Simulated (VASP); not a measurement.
Here is a VASP 6.6.1 calculation.

POSCAR

```
GaN
1.0
    0.0000000000      2.2675000000      2.2675000000
    2.2675000000      0.0000000000      2.2675000000
    2.2675000000      2.2675000000      0.0000000000
Ga N
1 1
Direct
    0.0000000000      0.0000000000      0.0000000000
    0.2500000000      0.2500000000      0.2500000000
```

File INCAR.step1:

```
ALGO     = Normal         # electronic algorithm
EDIFF    = 1E-8           # SCF threshold, eV
ENCUT    = 500            # plane-wave cutoff, eV
GGA      = PE             # functional
ISMEAR   = 0              # smearing method
LASPH    = True           # aspherical terms in the spheres
LCHARG   = False          # write CHGCAR
LREAL    = False          # projectors in reciprocal space
LWAVE    = True           # write WAVECAR
NELM     = 60             # most SCF steps
PREC     = Accurate       # precision mode
SIGMA    = 0.01           # smearing width, eV
```

File INCAR.step2:

```
ALGO     = Exact          # electronic algorithm
EDIFF    = 1E-8           # SCF threshold, eV
ENCUT    = 500            # plane-wave cutoff, eV
GGA      = PE             # functional
ISMEAR   = 0              # smearing method
ISTART   = 1            
LASPH    = True           # aspherical terms in the spheres
LCHARG   = False          # write CHGCAR
LOPTICS  = True           # frequency-dependent dielectric function
LREAL    = False          # projectors in reciprocal space
LWAVE    = True           # write WAVECAR
NBANDS   = 235            # bands
NELM     = 1              # most SCF steps
PREC     = Accurate       # precision mode
SIGMA    = 0.01           # smearing width, eV
```

INCAR.step3

```
ALGO     = EVGW0          # electronic algorithm
EDIFF    = 1E-8           # SCF threshold, eV
ENCUT    = 500            # plane-wave cutoff, eV
ENCUTGW  = 180.0          # cutoff of the response function
GGA      = PE             # functional
ISMEAR   = 0              # smearing method
ISTART   = 1            
LASPH    = True           # aspherical terms in the spheres
LCHARG   = False          # write CHGCAR
LREAL    = False          # projectors in reciprocal space
LWAVE    = False          # write WAVECAR
NBANDS   = 235            # bands
NBANDSGW = 17           
NELMGW   = 1            
NOMEGA   = 48             # frequency points
PREC     = Accurate       # precision mode
PRECFOCK = Fast         
SIGMA    = 0.01           # smearing width, eV
```

KPOINTS

```
k-points
0
Gamma
  2 2 2
```

Potentials or basis: VASP PAW PBE potentials, release 64 (Ga_d_GW, N_GW).

Command:

```bash
$ cat potpaw_PBE.64/Ga_d_GW/POTCAR potpaw_PBE.64/N_GW/POTCAR > POTCAR
$ cp INCAR.step1 INCAR
$ mpirun -np 1 vasp_std > vasp.out
$ cp INCAR.step2 INCAR
$ mpirun -np 1 vasp_std > vasp.out
$ cp INCAR.step3 INCAR
$ mpirun -np 1 vasp_std > vasp.out
```

(1) Estimate the quasiparticle gap.

(2) What does it give for the least direct quasiparticle gap?

(3) Estimate the band gap on the k mesh, mean-field level.

## Answers

(1) 2.09 eV.

(2) 2.09 eV.

(3) 1.36 eV, direct.

Caveat: the k points lie up to 1.20 Å⁻¹ apart; bands, screening cutoff and mesh are small and nothing is extrapolated, so the quasiparticle values aren't converged.
